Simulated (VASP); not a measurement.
# TiN (TiN (Fm-3m)) (Fm-3m) in VASP: single point with LDA

Aim: the single point of TiN (TiN (Fm-3m)) with LDA.

Everything below comes from runs of VASP 6.6.1. Logs are shortened: lines on timing, memory, paths and dates and some standing lists are left out, and cuts for length are marked.

## Step 1: The cell of the first run

Symmetry: Fm-3m, No. 225, cubic system. The conventional cell has a = 4.247 Å, b = 4.247 Å, c = 4.247 Å, α = 90.00°, β = 90.00°, γ = 90.00°. Within 2.8 Å of Ti (site symmetry m-3m) lie 6 N at 2.12 Å. N (site symmetry m-3m) has 6 Ti at 2.12 Å within 2.8 Å.

## Step 2: Single point, LDA

Input file INCAR:

```
PREC     = Accurate       # precision mode
ENCUT    = 600            # plane-wave cutoff, eV
EDIFF    = 1E-6           # SCF threshold, eV
ISMEAR   = 1              # smearing method
SIGMA    = 0.1            # smearing width, eV
LREAL    = False          # projectors in reciprocal space
LASPH    = True           # aspherical terms in the spheres
NELM     = 120            # most SCF steps
ALGO     = Normal         # electronic algorithm
ISIF     = 2              # what is computed and relaxed
LWAVE    = False          # write WAVECAR
LCHARG   = False          # write CHGCAR
GGA      = CA             # functional
NBANDS   = 82             # bands
GGA_COMPAT= False
```

Input file KPOINTS:

```
Automatic mesh
0
Gamma
  4 4 4
```

Input file POSCAR:

```
TiN
1.0
    0.0000000000      4.2465873478      4.2465873478
    4.2465873478      0.0000000000      4.2465873478
    4.2465873478      4.2465873478      0.0000000000
Ti N
8 8
Direct
    0.0000000000      0.0000000000      0.0000000000
    0.0000000000      0.0000000000      0.5000000000
    0.0000000000      0.5000000000      0.0000000000
    0.0000000000      0.5000000000      0.5000000000
    0.5000000000      0.0000000000      0.0000000000
    0.5000000000      0.0000000000      0.5000000000
    0.5000000000      0.5000000000      0.0000000000
    0.5000000000      0.5000000000      0.5000000000
    0.2500000000      0.2500000000      0.2500000000
    0.2500000000      0.2500000000      0.7500000000
    0.2500000000      0.7500000000      0.2500000000
    0.2500000000      0.7500000000      0.7500000000
    0.7500000000      0.2500000000      0.2500000000
    0.7500000000      0.2500000000      0.7500000000
    0.7500000000      0.7500000000      0.2500000000
    0.7500000000      0.7500000000      0.7500000000
```

Potentials or basis: VASP PAW LDA potentials, release 64 (Ti_sv, N).

On the command line:

```sh
$ cat potpaw_LDA.64/Ti_sv/POTCAR potpaw_LDA.64/N/POTCAR > POTCAR
$ mpirun -np 1 vasp_std > vasp.out
```

OUTCAR:

```text
PREC = Accurate
   ENCUT = 600
   EDIFF = 1E-6
   ISMEAR = 1
   LREAL = False
   LASPH = True
   NELM = 120
   ISIF = 2
   GGA = CA

 ion  position               nearest neighbor table
   1  0.000  0.000  0.000-  10 2.12  11 2.12  12 2.12  13 2.12  14 2.12  15 2.12
   2  0.000  0.000  0.500-   9 2.12  11 2.12  12 2.12  13 2.12  14 2.12  16 2.12
   3  0.000  0.500  0.000-   9 2.12  10 2.12  12 2.12  13 2.12  15 2.12  16 2.12
   4  0.000  0.500  0.500-   9 2.12  10 2.12  11 2.12  14 2.12  15 2.12  16 2.12
   5  0.500  0.000  0.000-   9 2.12  10 2.12  11 2.12  14 2.12  15 2.12  16 2.12
   6  0.500  0.000  0.500-   9 2.12  10 2.12  12 2.12  13 2.12  15 2.12  16 2.12
[... 8 lines left out ...]
  15  0.750  0.750  0.250-   1 2.12   3 2.12   4 2.12   5 2.12   6 2.12   8 2.12
  16  0.750  0.750  0.750-   2 2.12   3 2.12   4 2.12   5 2.12   6 2.12   7 2.12

  LATTYP: Found a face centered cubic cell.
 ALAT       =     8.4931746956

  Lattice vectors:

 A1 = (   0.0000000000,   4.2465873478,   4.2465873478)
 A2 = (   4.2465873478,   0.0000000000,   4.2465873478)
 A3 = (   4.2465873478,   4.2465873478,   0.0000000000)

Analysis of symmetry for initial positions (statically):
=====================================================================
 Subroutine PRICEL returns following result:

  LATTYP: Found a face centered cubic cell.
 ALAT       =     4.2465873478

  Lattice vectors:

 A1 = (   0.0000000000,   2.1232936739,   2.1232936739)
 A2 = (   2.1232936739,   0.0000000000,   2.1232936739)
 A3 = (   2.1232936739,   2.1232936739,   0.0000000000)

   8 primitive cells build up your supercell.

 Routine SETGRP: Setting up the symmetry group for a
 face centered cubic supercell.

 Subroutine GETGRP returns: Found 48 space group operations
 (whereof 48 operations were pure point group operations)
 out of a pool of 48 trial point group operations.

The static configuration has the point symmetry O_h .

Analysis of symmetry for dynamics (positions and initial velocities):
=====================================================================
 Subroutine PRICEL returns following result:

  LATTYP: Found a face centered cubic cell.
 ALAT       =     4.2465873478

  Lattice vectors:

 A1 = (   0.0000000000,   2.1232936739,   2.1232936739)
 A2 = (   2.1232936739,   0.0000000000,   2.1232936739)
 A3 = (   2.1232936739,   2.1232936739,   0.0000000000)

   8 primitive cells build up your supercell.

 Routine SETGRP: Setting up the symmetry group for a
 face centered cubic supercell.

 Subroutine GETGRP returns: Found 48 space group operations
 (whereof 48 operations were pure point group operations)
 out of a pool of 48 trial point group operations.

The dynamic configuration has the point symmetry O_h .

 Subroutine INISYM returns: Found 48 space group operations
 (whereof 48 operations are pure point group operations),
 and found     8 'primitive' translations

----------------------------------------------------------------------------------------

                                     Primitive cell

  volume of cell :      19.1452

  direct lattice vectors                    reciprocal lattice vectors
     0.000000000  2.123293674  2.123293674    -0.235483205  0.235483205  0.235483205
     2.123293674  0.000000000  2.123293674     0.235483205 -0.235483205  0.235483205
     2.123293674  2.123293674  0.000000000     0.235483205  0.235483205 -0.235483205

  length of vectors
     3.002790711  3.002790711  3.002790711     0.407868876  0.407868876  0.407868876

  position of ions in fractional coordinates (direct lattice)
     0.000000000  0.000000000  0.000000000
     0.500000000  0.500000000  0.500000000

  ion indices of the primitive-cell ions
   primitive index   ion index
                 1           1
                 2           9

----------------------------------------------------------------------------------------

 KPOINTS: Automatic mesh

Automatic generation of k-mesh.
 Grid dimensions read from file:
 generate k-points for:    4    4    4

 Generating k-lattice:

  Cartesian coordinates                     Fractional coordinates (reciprocal lattice)
    -0.029435401  0.029435401  0.029435401     0.250000000  0.000000000  0.000000000
     0.029435401 -0.029435401  0.029435401     0.000000000  0.250000000  0.000000000
     0.029435401  0.029435401 -0.029435401     0.000000000  0.000000000  0.250000000

  Length of vectors
     0.050983609  0.050983609  0.050983609

  Shift w.r.t. Gamma in fractional coordinates (k-lattice)
     0.000000000  0.000000000  0.000000000

 Subroutine IBZKPT returns following result:
 ===========================================

 Found      8 irreducible k-points:

 Following reciprocal coordinates:
            Coordinates               Weight
  0.000000  0.000000  0.000000      1.000000
  0.250000  0.000000  0.000000      8.000000
  0.500000  0.000000  0.000000      4.000000
  0.250000  0.250000  0.000000      6.000000
  0.500000  0.250000  0.000000     24.000000
 -0.250000  0.250000  0.000000     12.000000
  0.500000  0.500000  0.000000      3.000000
 -0.250000  0.500000  0.250000      6.000000
   k-points           NKPTS =      8   k-points in BZ     NKDIM =      8   number of bands    NBANDS=     82
   number of dos      NEDOS =    301   number of ions     NIONS =     16
   total plane-waves  NPLWV = 110592
   dimension x,y,z NGX =    48 NGY =   48 NGZ =   48
   dimension x,y,z NGXF=    96 NGYF=   96 NGZF=   96
   ions per type =               8   8
   NGX,Y,Z   is equivalent  to a cutoff of  13.29, 13.29, 13.29 a.u.
   NGXF,Y,Z  is equivalent  to a cutoff of  26.57, 26.57, 26.57 a.u.
 SYSTEM =  unknown system
   PREC   = accura    normal or accurate (medium, high low for compatibility)
   ISTART =      0    job   : 0-new  1-cont  2-samecut
   ICHARG =      2    charge: 1-file 2-atom 10-const
   ISPIN  =      1    spin polarized calculation?
   LNONCOLLINEAR =      F non collinear calculations
   LSORBIT =      F    spin-orbit coupling
   LASPH  =      T    aspherical Exc in radial PAW
   ENCUT  =  600.0 eV  44.10 Ry    6.64 a.u.  11.99 11.99 11.99*2*pi/ulx,y,z
   NELM   =    120;   NELMIN=  2; NELMDL= -5     # of ELM steps
   EDIFF  = 0.1E-05   stopping-criterion for ELM
   LREAL  =      F    real-space projection
   EDIFFG = 0.1E-04   stopping-criterion for IOM
   NSW    =      0    number of steps for IOM
   IBRION =     -1    ionic relax: 0-MD 1-quasi-New 2-CG
   NFREE  =      0    steps in history (QN), initial steepest desc. (CG)
   ISIF   =      2    stress and relaxation
   ISYM   =      2    0-nonsym 1-usesym 2-fastsym
   POTIM  = 0.5000    time-step for ionic-motion
   TEBEG  =    0.0;   TEEND  =   0.0 temperature during run
   PSTRESS=    0.0 pullay stress
   NELECT =     136.0000    total number of electrons
   NUPDOWN=      -1.0000    fix difference up-down
   EMIN   =  10.00;   EMAX   =-10.00  energy-range for DOS
   EFERMI =   0.00;   METHOD = LEGACY
   ISMEAR =     1;   SIGMA  =   0.10  broadening in eV -4-tet -1-fermi 0-gaus
   EFERMI_NEDOS =   21; number of points for ismear=-14 and -15
   IALGO  =     38    algorithm
   IMIX   =      4    mixing-type and parameters
     AMIX     =   0.40;   BMIX     =  1.00
     AMIX_MAG =   1.60;   BMIX_MAG =  1.00
  volume/ion in A,a.u.               =       9.57        64.60
  Fermi-wavevector in a.u.,A,eV,Ry     =   1.573516  2.973513 33.687366  2.475952
  Thomas-Fermi vector in A             =   2.674788
   LORBIT       =      0    0 simple, 1 ext, 2 COOP (PROOUT), +10 PAW based schemes
   GGA     = CA    functional components
   LHFCALC =     F    Hartree Fock is set to
   AEXX    =    0.0000 exact exchange contribution
   IVDW    =     0    specifies the selected vdW correction
   LEPSILON=     F    determine dielectric tensor
   LRPA    =     F    only Hartree local field effects (RPA)
 non-spin polarized calculation
 Methfessel and Paxton  Order N= 1 SIGMA  =   0.10
  energy-cutoff  :      600.00
  volume of cell :      153.16
 maximum number of plane-waves:      5124
   NGX = 23   NGY = 23   NGZ = 23

 number of electron     136.0000020 magnetization

 Free energy of the ion-electron system (eV)
  ---------------------------------------------------
  ext. energy  EPLUGINS =         0.00000000
  ---------------------------------------------------
  free energy    TOTEN  =      -172.93247352 eV

  energy without entropy =     -172.90417316  energy(sigma->0) =     -172.92304007

 E-fermi :  11.1407     XC(G=0): -13.3530

 val. band max:       11.1335939164   @ k =  -0.2500   0.2500   0.0000
 cond. band min:      11.1603154262   @ k =   0.5000   0.2500   0.0000
 fundamental gap:      0.0267215098
 Fermi energy:        11.1407221449

 k-point     1 :       0.0000    0.0000    0.0000
  band No.  band energies     occupation
      1     -46.0093      2.00000
      2     -45.9076      2.00000
      3     -45.9076      2.00000
      4     -45.9076      2.00000
      5     -45.9076      2.00000
      6     -45.8749      2.00000
[... 72 lines left out ...]
     79      12.8045     -0.00000
     80      12.8045     -0.00000

 k-point     2 :       0.2500    0.0000    0.0000
  band No.  band energies     occupation
      1     -45.9946      2.00000
      2     -45.9226      2.00000
      3     -45.9028      2.00000
      4     -45.9028      2.00000
      5     -45.9028      2.00000
      6     -45.8797      2.00000
[... 72 lines left out ...]
     79      12.8936     -0.00000
     80      12.8936     -0.00000

 k-point     3 :       0.5000    0.0000    0.0000
  band No.  band energies     occupation
      1     -45.9587      2.00000
      2     -45.9587      2.00000
      3     -45.8913      2.00000
      4     -45.8913      2.00000
      5     -45.8913      2.00000
      6     -45.8913      2.00000
[... 72 lines left out ...]
     79      13.1180     -0.00000
     80      13.1189     -0.00000

 k-point     4 :       0.2500    0.2500    0.0000
  band No.  band energies     occupation
      1     -45.9897      2.00000
      2     -45.9078      2.00000
      3     -45.9078      2.00000
      4     -45.9078      2.00000
      5     -45.9078      2.00000
      6     -45.8946      2.00000
[... 72 lines left out ...]
     79      12.5343     -0.00000
     80      12.5820     -0.00000

 k-point     5 :       0.5000    0.2500    0.0000
  band No.  band energies     occupation
      1     -45.9609      2.00000
      2     -45.9369      2.00000
      3     -45.9133      2.00000
      4     -45.9031      2.00000
      5     -45.9031      2.00000
      6     -45.8891      2.00000
[... 72 lines left out ...]
     79      12.7944     -0.00000
     80      12.8069     -0.00000

 k-point     6 :      -0.2500    0.2500    0.0000
  band No.  band energies     occupation
      1     -45.9728      2.00000
      2     -45.9249      2.00000
      3     -45.9249      2.00000
      4     -45.8915      2.00000
      5     -45.8915      2.00000
      6     -45.8911      2.00000
[... 72 lines left out ...]
     79      12.8703     -0.00000
     80      13.0110     -0.00000

 k-point     7 :       0.5000    0.5000    0.0000
  band No.  band energies     occupation
      1     -45.9421      2.00000
      2     -45.9421      2.00000
      3     -45.9080      2.00000
      4     -45.9080      2.00000
      5     -45.9080      2.00000
      6     -45.9080      2.00000
[... 72 lines left out ...]
     79      12.8142     -0.00000
     80      12.8145     -0.00000

 k-point     8 :      -0.2500    0.5000    0.2500
  band No.  band energies     occupation
      1     -45.9321      2.00000
      2     -45.9321      2.00000
      3     -45.9321      2.00000
      4     -45.9321      2.00000
      5     -45.8843      2.00000
      6     -45.8843      2.00000
[... 72 lines left out ...]
     79      12.6637     -0.00000
     80      12.6726     -0.00000
 [bands above 80 left out]

------------------------ aborting loop because EDIFF is reached ----------------------------------------

  FORCE on cell =-STRESS in cart. coord.  units (eV):
  Direction    XX          YY          ZZ          XY          YZ          ZX
  --------------------------------------------------------------------------------------
  -------------------------------------------------------------------------------------
  Total      -13.5590964    -13.5590964    -13.5590964     -0.0000000      0.0000000     -0.0000000
  in kB     -141.8375274   -141.8375274   -141.8375274     -0.0000000      0.0000000     -0.0000000
  external PRESSURE =    -141.8375274 kB  Pullay stress =       0.0000000 kB

 VOLUME and BASIS-vectors are now :
 -----------------------------------------------------------------------------
  energy-cutoff  :      600.00
  volume of cell :      153.16
      direct lattice vectors                 reciprocal lattice vectors
     0.000000000  4.246587348  4.246587348    -0.117741603  0.117741603  0.117741603
     4.246587348  0.000000000  4.246587348     0.117741603 -0.117741603  0.117741603
     4.246587348  4.246587348  0.000000000     0.117741603  0.117741603 -0.117741603

 POSITION                                       TOTAL-FORCE (eV/Angst)
 -----------------------------------------------------------------------------------
      0.00000      0.00000      0.00000        -0.000000     -0.000000      0.000000
      2.12329      2.12329      0.00000         0.000000      0.000000      0.000000
      2.12329      0.00000      2.12329         0.000000     -0.000000      0.000000
      4.24659      2.12329      2.12329         0.000000     -0.000000     -0.000000
      0.00000      2.12329      2.12329         0.000000      0.000000     -0.000000
      2.12329      4.24659      2.12329         0.000000     -0.000000     -0.000000
[... 8 lines left out ...]
      4.24659      4.24659      6.36988        -0.000000      0.000000     -0.000000
      6.36988      6.36988      6.36988         0.000000      0.000000     -0.000000
 -----------------------------------------------------------------------------------
    total drift:                                0.000000      0.000000      0.000000

  FREE ENERGIE OF THE ION-ELECTRON SYSTEM (eV)
  ---------------------------------------------------
  free  energy   TOTEN  =      -172.9324735206 eV

  energy  without entropy=     -172.9041731625  energy(sigma->0) =     -172.92304007
```

Run time: 1.8 min. Hardware: 1 thread of Intel Xeon 6975P-C (Granite Rapids), shared host; peak memory 0.3 GiB.

What came out:

```yaml
Free_energy: -172.9325 eV
Pressure: -14.2 GPa
Band_gap_on_the_k_mesh: zero (band 68 reaches 12.04 eV, above the bottom of band 69 at 10.49 eV)
```

Levels at points of the mesh, in eV from the Fermi level:
```
           k point  band 66  band 67  band 68  band 69  band 70  band 71  band 72  band 73
(0.00, 0.00, 0.00)    -2.01    -2.01    -0.65    -0.65    -0.65     0.54     0.54     1.61
(0.50, 0.00, 0.00)    -0.38    -0.38    -0.38    -0.38    -0.38     0.45     0.45     0.45
(0.50, 0.50, 0.00)    -2.02     0.90     0.90     0.90     0.90     0.90     0.90     0.90
```
